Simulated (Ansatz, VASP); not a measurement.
# Two plane-wave programs on WSe

File POSCAR:

```
WSe
1.0
    0.0000000000      2.8388664208      2.8388664208
    2.8388664208      0.0000000000      2.8388664208
    2.8388664208      2.8388664208      0.0000000000
W Se
1 1
Direct
    0.0000000000      0.0000000000      0.0000000000
    0.2500000000      0.2500000000      0.2500000000
```

The input INCAR.step1:

```
PREC = Accurate
ENCUT = 520
ISMEAR = 0
SIGMA = 0.1
LREAL = False
LASPH = True
NELM = 150
ISPIN = 2
MAGMOM = 1 0
LMAXMIX = 4
NBANDS = 21
GGA = PE
ALGO = Normal
EDIFF = 1E-4
LWAVE = True
LCHARG = False
```

The input INCAR.step2:

```
PREC = Accurate
ENCUT = 520
EDIFF = 1E-6
ISMEAR = 0
SIGMA = 0.1
LREAL = False
LASPH = True
NELM = 150
ALGO = Normal
ISIF = 2
LWAVE = False
LCHARG = False
ISPIN = 2
MAGMOM = 1 0
LORBIT = 11
LMAXMIX = 4
METAGGA = R2SCAN
LMIXTAU = True
NBANDS = 21
ISTART = 1
```

KPOINTS

```
Automatic mesh
0
Gamma
  12 12 12
```

Input for Ansatz:

```yaml
crystal:
  lattice:
    - [0.0, 2.8388664208, 2.8388664208]
    - [2.8388664208, 0.0, 2.8388664208]
    - [2.8388664208, 2.8388664208, 0.0]
  atoms:
    - { symbol: W, position: [0.0, 0.0, 0.0], spin: 1.0 }
    - { symbol: Se, position: [0.25, 0.25, 0.25] }
basis:
  ecutwfc: 500
kpoints:
  mp_grid: { grid: [12, 12, 12] }
hamiltonian:
  xc: r2scan
scf:
  occupations: { method: gaussian, width: 0.1 }
  lower_state_search: "off"
output:
  forces: true
  stress: true
  eigenvalues: true
  populations: true
magnetization:
  spin_polarized: true
```

Alike in both runs: task single point; functional r2SCAN; k mesh 12 × 12 × 12; occupations gaussian, width 0.1 eV; collinear spin.

|  | VASP | Ansatz |
| --- | --- | --- |
| version | VASP 6.6.1 | Ansatz 0.2.0 |
| potentials or method | VASP PAW PBE potentials, release 64 (W_sv, Se), cutoff 520 eV | scalar-relativistic, plane waves, PAW |
| valence electrons in the cell | 20 | 30 |

Ansatz gave:

- gap on the k mesh at the Fermi level (eV): none
- pressure (GPa): -1.9
- net moment per atom (μB): 0.68
- size of the moment on the site where the two differ most (μB): 0.87

Task: Which values does VASP return?

Result: gap on the k mesh at the Fermi level (eV): none; pressure (GPa): -1.8; net moment per atom (μB): 0.68; size of the moment on the site where the two differ most (μB): 1.12.

VASP's potentials were made for PBE, not for r2SCAN. Site moments also hang on the region over which each program counts them. A gap of «none» marks a metal or a gap that the smearing closes. VASP's potentials hold 20 valence electrons a cell and Ansatz's 30, so a difference there can come from the potentials and not from the codes. Ansatz's warnings: stability check not made.

Spin-orbit coupling is off throughout.
